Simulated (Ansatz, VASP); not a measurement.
TiSi: VASP beside Ansatz

```xyz
2
Lattice="1.8674 -2.1773 0.0000 1.8674 2.1773 0.0000 0.0000 0.0000 3.5983" Properties=species:S:1:pos:R:3 pbc="T T T"
Ti    1.8674    0.0000    0.0000
Si    0.0000    0.0000    1.7991
```

Alike in both runs: task single point; functional r2SCAN; k mesh 20 × 20 × 14; occupations gaussian, width 0.15 eV; no spin polarisation.

```csv
,VASP,Ansatz
version,VASP 6.6.1,Ansatz 0.2.0
potentials or method,"VASP PAW PBE potentials, release 64 (Ti_sv, Si), cutoff 520 eV","scalar-relativistic, plane waves, PAW"
valence electrons in the cell,16,16
```

|  | VASP | Ansatz | Ansatz less VASP |
| --- | --- | --- | --- |
| gap on the k mesh at the Fermi level (eV) | none | none | - |
| pressure (GPa) | 0.6 | 0.2 | -0.41 |
| traceless stress, the component that is largest in VASP (GPa) | 6.26 | 6.32 | +0.067 |

VASP's potentials were made for PBE, not for r2SCAN. A gap of «none» marks a metal or a gap that the smearing closes.
